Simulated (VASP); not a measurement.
# BaZnPF (P4/nmm) in VASP: single point with PBE

Aim: the single point of BaZnPF with PBE.

All numbers are computed with VASP 6.6.1; they aren't measurements. Logs are shortened: lines on timing, memory, paths and dates and some standing lists are left out, and cuts for length are marked.

## 1. The cell of the first run

The structure is tetragonal, space group P4/nmm (No. 129). Conventional cell: a = 4.210 Å, b = 4.210 Å, c = 9.580 Å, α = 90.00°, β = 90.00°, γ = 90.00°. Ba (site symmetry 4mm) has 4 F at 2.65 Å and 4 P at 3.45 Å within 3.5 Å. Within 3.4 Å of Zn (site symmetry -4m2) lie 4 P at 2.54 Å and 4 Zn at 2.98 Å. P (site symmetry 4mm) has 4 Zn at 2.54 Å and 4 Ba at 3.45 Å within 3.5 Å. Within 3.5 Å of F (site symmetry -4m2) lie 4 Ba at 2.65 Å and 4 F at 2.98 Å.

## 2. Single point, PBE

File INCAR:

```
PREC = Accurate
ENCUT = 520
EDIFF = 1E-7
ISMEAR = -1
SIGMA = 0.1
LREAL = F
LASPH = T
NELM = 100
ALGO = Normal
ISIF = 2
LWAVE = F
LCHARG = F
GGA = PE
NBANDS = 44
```

File KPOINTS:

```
regular mesh
0
Gamma
  8 8 4
```

File POSCAR:

```
BaZnPF
1.0
    4.2101350000      0.0000000000      0.0000000000
    0.0000000000      4.2101350000      0.0000000000
    0.0000000000      0.0000000000      9.5798370000
Ba Zn P F
2 2 2 2
Direct
    0.2500000000      0.2500000000      0.3317700000
    0.7500000000      0.7500000000      0.6682300000
    0.2500000000      0.7500000000      0.0000000000
    0.7500000000      0.2500000000      0.0000000000
    0.7500000000      0.7500000000      0.1491000000
    0.2500000000      0.2500000000      0.8509000000
    0.2500000000      0.7500000000      0.5000000000
    0.7500000000      0.2500000000      0.5000000000
```

Potentials or basis: VASP PAW PBE potentials, release 64 (Ba_sv, Zn, P, F).

Started as:

```console
$ cat potpaw_PBE.64/Ba_sv/POTCAR potpaw_PBE.64/Zn/POTCAR potpaw_PBE.64/P/POTCAR potpaw_PBE.64/F/POTCAR > POTCAR
$ mpirun -np 1 vasp_std > vasp.out
```

OUTCAR:

```text
PREC = Accurate
   ENCUT = 520
   EDIFF = 1E-7
   ISMEAR = -1
   LREAL = F
   LASPH = T
   NELM = 100
   ISIF = 2
   GGA = PE

 ion  position               nearest neighbor table
   1  0.250  0.250  0.332-   7 2.65   8 2.65   7 2.65   8 2.65   5 3.45   5 3.45   5 3.45   5 3.45
                             4 3.81   3 3.81   4 3.81   3 3.81   2 4.39   2 4.39   2 4.39   2 4.39
   2  0.750  0.750  0.668-   7 2.65   8 2.65   8 2.65   7 2.65   6 3.45   6 3.45   6 3.45   6 3.45
                             3 3.81   4 3.81   4 3.81   3 3.81   1 4.39   1 4.39   1 4.39   1 4.39
   3  0.250  0.750  0.000-   5 2.54   6 2.54   6 2.54   5 2.54   4 2.98   4 2.98   4 2.98   4 2.98
                             2 3.81   1 3.81   2 3.81   1 3.81
   4  0.750  0.250  0.000-   5 2.54   6 2.54   5 2.54   6 2.54   3 2.98   3 2.98   3 2.98   3 2.98
                             1 3.81   2 3.81   2 3.81   1 3.81
   5  0.750  0.750  0.149-   3 2.54   4 2.54   4 2.54   3 2.54   1 3.45   1 3.45   1 3.45   1 3.45

   6  0.250  0.250  0.851-   3 2.54   4 2.54   3 2.54   4 2.54   2 3.45   2 3.45   2 3.45   2 3.45

   7  0.250  0.750  0.500-   1 2.65   2 2.65   1 2.65   2 2.65
   8  0.750  0.250  0.500-   1 2.65   2 2.65   2 2.65   1 2.65

  LATTYP: Found a simple tetragonal cell.
 ALAT       =     4.2101350000
 C/A-ratio  =     2.2754227596

  Lattice vectors:

 A1 = (   4.2101350000,   0.0000000000,   0.0000000000)
 A2 = (   0.0000000000,   4.2101350000,   0.0000000000)
 A3 = (   0.0000000000,   0.0000000000,   9.5798370000)

Analysis of symmetry for initial positions (statically):
=====================================================================
 Subroutine PRICEL returns:
 Original cell was already a primitive cell.

 Routine SETGRP: Setting up the symmetry group for a
 simple tetragonal supercell.

 Subroutine GETGRP returns: Found 16 space group operations
 (whereof  4 operations were pure point group operations)
 out of a pool of 16 trial point group operations.

The static configuration has the point symmetry C_2h.
 The point group associated with its full space group is D_4h.

Analysis of symmetry for dynamics (positions and initial velocities):
=====================================================================
 Subroutine PRICEL returns:
 Original cell was already a primitive cell.

 Routine SETGRP: Setting up the symmetry group for a
 simple tetragonal supercell.

 Subroutine GETGRP returns: Found 16 space group operations
 (whereof  4 operations were pure point group operations)
 out of a pool of 16 trial point group operations.

The dynamic configuration has the point symmetry C_2h.
 The point group associated with its full space group is D_4h.

 Subroutine INISYM returns: Found 16 space group operations
 (whereof  4 operations are pure point group operations),
 and found     1 'primitive' translations

----------------------------------------------------------------------------------------

                                     Primitive cell

  volume of cell :     169.8049

  direct lattice vectors                    reciprocal lattice vectors
     4.210135000  0.000000000  0.000000000     0.237522075  0.000000000  0.000000000
     0.000000000  4.210135000  0.000000000     0.000000000  0.237522075  0.000000000
     0.000000000  0.000000000  9.579837000     0.000000000  0.000000000  0.104385910

  length of vectors
     4.210135000  4.210135000  9.579837000     0.237522075  0.237522075  0.104385910

  position of ions in fractional coordinates (direct lattice)
     0.250000000  0.250000000  0.331770000
     0.750000000  0.750000000  0.668230000
     0.250000000  0.750000000  0.000000000
     0.750000000  0.250000000  0.000000000
     0.750000000  0.750000000  0.149100000
     0.250000000  0.250000000  0.850900000
     0.250000000  0.750000000  0.500000000
     0.750000000  0.250000000  0.500000000

  ion indices of the primitive-cell ions
   primitive index   ion index
                 1           1
                 2           2
                 3           3
                 4           4
                 5           5
                 6           6
                 7           7
                 8           8

----------------------------------------------------------------------------------------

 KPOINTS: regular mesh

Automatic generation of k-mesh.
 Grid dimensions read from file:
 generate k-points for:    8    8    4

 Generating k-lattice:

  Cartesian coordinates                     Fractional coordinates (reciprocal lattice)
     0.029690259  0.000000000  0.000000000     0.125000000  0.000000000  0.000000000
     0.000000000  0.029690259  0.000000000     0.000000000  0.125000000  0.000000000
     0.000000000  0.000000000  0.026096477     0.000000000  0.000000000  0.250000000

  Length of vectors
     0.029690259  0.029690259  0.026096477

  Shift w.r.t. Gamma in fractional coordinates (k-lattice)
     0.000000000  0.000000000  0.000000000

 Subroutine IBZKPT returns following result:
 ===========================================

 Found     45 irreducible k-points:

 Following reciprocal coordinates:
            Coordinates               Weight
  0.000000  0.000000  0.000000      1.000000
  0.125000  0.000000  0.000000      4.000000
  0.250000  0.000000  0.000000      4.000000
  0.375000  0.000000  0.000000      4.000000
  0.500000  0.000000  0.000000      2.000000
  0.125000  0.125000  0.000000      4.000000
[... 16 lines left out ...]
  0.375000  0.125000  0.250000     16.000000
  0.500000  0.125000  0.250000      8.000000
 [... further k-points ...]
   k-points           NKPTS =     45   k-points in BZ     NKDIM =     45   number of bands    NBANDS=     44
   number of dos      NEDOS =    301   number of ions     NIONS =      8
   total plane-waves  NPLWV =  73728
   dimension x,y,z NGX =    32 NGY =   32 NGZ =   72
   dimension x,y,z NGXF=    64 NGYF=   64 NGZF=  144
   ions per type =               2   2   2   2
   NGX,Y,Z   is equivalent  to a cutoff of  12.64, 12.64, 12.49 a.u.
   NGXF,Y,Z  is equivalent  to a cutoff of  25.27, 25.27, 24.99 a.u.
 SYSTEM =  unknown system
   PREC   = accura    normal or accurate (medium, high low for compatibility)
   ISTART =      0    job   : 0-new  1-cont  2-samecut
   ICHARG =      2    charge: 1-file 2-atom 10-const
   ISPIN  =      1    spin polarized calculation?
   LNONCOLLINEAR =      F non collinear calculations
   LSORBIT =      F    spin-orbit coupling
   LASPH  =      T    aspherical Exc in radial PAW
   ENCUT  =  520.0 eV  38.22 Ry    6.18 a.u.   7.83  7.83 17.81*2*pi/ulx,y,z
   NELM   =    100;   NELMIN=  2; NELMDL= -5     # of ELM steps
   EDIFF  = 0.1E-06   stopping-criterion for ELM
   LREAL  =      F    real-space projection
   EDIFFG = 0.1E-05   stopping-criterion for IOM
   NSW    =      0    number of steps for IOM
   IBRION =     -1    ionic relax: 0-MD 1-quasi-New 2-CG
   NFREE  =      0    steps in history (QN), initial steepest desc. (CG)
   ISIF   =      2    stress and relaxation
   ISYM   =      2    0-nonsym 1-usesym 2-fastsym
   POTIM  = 0.5000    time-step for ionic-motion
   TEBEG  =    0.0;   TEEND  =   0.0 temperature during run
   PSTRESS=    0.0 pullay stress
   NELECT =      68.0000    total number of electrons
   NUPDOWN=      -1.0000    fix difference up-down
   EMIN   =  10.00;   EMAX   =-10.00  energy-range for DOS
   EFERMI =   0.00;   METHOD = LEGACY
   ISMEAR =    -1;   SIGMA  =   0.10  broadening in eV -4-tet -1-fermi 0-gaus
   EFERMI_NEDOS =   21; number of points for ismear=-14 and -15
   IALGO  =     38    algorithm
   IMIX   =      4    mixing-type and parameters
     AMIX     =   0.40;   BMIX     =  1.00
     AMIX_MAG =   1.60;   BMIX_MAG =  1.00
  volume/ion in A,a.u.               =      21.23       143.24
  Fermi-wavevector in a.u.,A,eV,Ry     =   1.206686  2.280307 19.811335  1.456092
  Thomas-Fermi vector in A             =   2.342346
   LORBIT       =      0    0 simple, 1 ext, 2 COOP (PROOUT), +10 PAW based schemes
   GGA     = PE    functional components
   LHFCALC =     F    Hartree Fock is set to
   AEXX    =    0.0000 exact exchange contribution
   IVDW    =     0    specifies the selected vdW correction
   LEPSILON=     F    determine dielectric tensor
   LRPA    =     F    only Hartree local field effects (RPA)
 non-spin polarized calculation
  energy-cutoff  :      520.00
  volume of cell :      169.80
 maximum number of plane-waves:      4600
 NGX is ok and might be reduce to    32
   NGX = 15   NGY = 15   NGZ = 35

 number of electron      68.0000024 magnetization

 Free energy of the ion-electron system (eV)
  ---------------------------------------------------
  ext. energy  EPLUGINS =         0.00000000
  ---------------------------------------------------
  free energy    TOTEN  =       -35.41107090 eV

  energy without entropy =      -35.40684051  energy(sigma->0) =      -35.40895570

 E-fermi :   3.3092     XC(G=0):  -9.5492

 val. band max:        2.9728424850   @ k =   0.0000   0.0000   0.0000
 cond. band min:       3.4237365845   @ k =   0.0000   0.0000   0.0000
 fundamental gap:      0.4508940995
 Fermi energy:         3.3091594754

 k-point     1 :       0.0000    0.0000    0.0000
  band No.  band energies     occupation
      1     -24.4705      2.00000
      2     -24.3098      2.00000
      3     -20.4181      2.00000
      4     -20.2770      2.00000
      5      -9.6029      2.00000
      6      -9.5530      2.00000
[... 36 lines left out ...]
     43       8.1751      0.00000
     44       8.2142      0.00000

 k-point     2 :       0.1250    0.0000    0.0000
  band No.  band energies     occupation
      1     -24.4558      2.00000
      2     -24.3067      2.00000
      3     -20.4224      2.00000
      4     -20.2928      2.00000
      5      -9.6781      2.00000
      6      -9.6155      2.00000
[... 36 lines left out ...]
     43       8.0530      0.00000
     44       8.0532      0.00000

 k-point     3 :       0.2500    0.0000    0.0000
  band No.  band energies     occupation
      1     -24.4172      2.00000
      2     -24.3020      2.00000
      3     -20.4306      2.00000
      4     -20.3336      2.00000
      5      -9.7677      2.00000
      6      -9.7278      2.00000
[... 976 lines left out ...]
     43       8.3727      0.00000
     44       8.5457      0.00000

 k-point    24 :       0.5000    0.1250    0.2500
  band No.  band energies     occupation
      1     -24.3194      2.00000
      2     -24.3194      2.00000
      3     -20.4273      2.00000
      4     -20.4273      2.00000
      5      -9.8193      2.00000
      6      -9.8193      2.00000
[... 36 lines left out ...]
     43       8.5988      0.00000
     44       8.5988      0.00000

 [... further k-points ...]
[... 5 lines left out ...]
  --------------------------------------------------------------------------------------
  -------------------------------------------------------------------------------------
  Total       -0.8299359     -0.8299359     -0.5711637      0.0000000      0.0000000      0.0000000
  in kB       -7.8307793     -7.8307793     -5.3891590      0.0000000      0.0000000      0.0000000
  external PRESSURE =      -7.0169058 kB  Pullay stress =       0.0000000 kB

 VOLUME and BASIS-vectors are now :
 -----------------------------------------------------------------------------
  energy-cutoff  :      520.00
  volume of cell :      169.80
      direct lattice vectors                 reciprocal lattice vectors
     4.210135000  0.000000000  0.000000000     0.237522075  0.000000000  0.000000000
     0.000000000  4.210135000  0.000000000     0.000000000  0.237522075  0.000000000
     0.000000000  0.000000000  9.579837000     0.000000000  0.000000000  0.104385910

 POSITION                                       TOTAL-FORCE (eV/Angst)
 -----------------------------------------------------------------------------------
      1.05253      1.05253      3.17830         0.000000     -0.000000     -0.093520
      3.15760      3.15760      6.40153        -0.000000     -0.000000      0.093520
      1.05253      3.15760      0.00000         0.000000     -0.000000     -0.000000
      3.15760      1.05253      0.00000        -0.000000      0.000000     -0.000000
      3.15760      3.15760      1.42835        -0.000000     -0.000000     -0.167026
      1.05253      1.05253      8.15148         0.000000      0.000000      0.167026
      1.05253      3.15760      4.78992        -0.000000     -0.000000      0.000000
      3.15760      1.05253      4.78992         0.000000      0.000000      0.000000
 -----------------------------------------------------------------------------------
    total drift:                                0.000000     -0.000000     -0.000000

  FREE ENERGIE OF THE ION-ELECTRON SYSTEM (eV)
  ---------------------------------------------------
  free  energy   TOTEN  =       -35.4110708983 eV

  energy  without entropy=      -35.4068405058  energy(sigma->0) =      -35.40895570
```

Wall time 3.8 min (1 thread of Intel Xeon Platinum 8559C (Emerald Rapids), shared host); peak memory 0.45 GiB.

Results:

```
Free energy            : -35.4111 eV
Pressure               : -0.7 GPa
Largest force          : 0.167 eV/Å
Band gap on the k mesh : 0.45 eV
```

Forces in eV/Å, atoms in the order of the input:
```
Ba   0.000  0.000 -0.094
Ba   0.000  0.000  0.094
Zn   0.000  0.000  0.000
Zn   0.000  0.000  0.000
P    0.000  0.000 -0.167
P    0.000  0.000  0.167
F    0.000  0.000  0.000
F    0.000  0.000  0.000
```

Stress tensor (GPa, compression positive):
```
-0.78  0.00  0.00
 0.00 -0.78  0.00
 0.00  0.00 -0.54
```

Caveat: spin-orbit coupling is left out, which moves the levels of the heavy elements. A k mesh can miss the band edges.
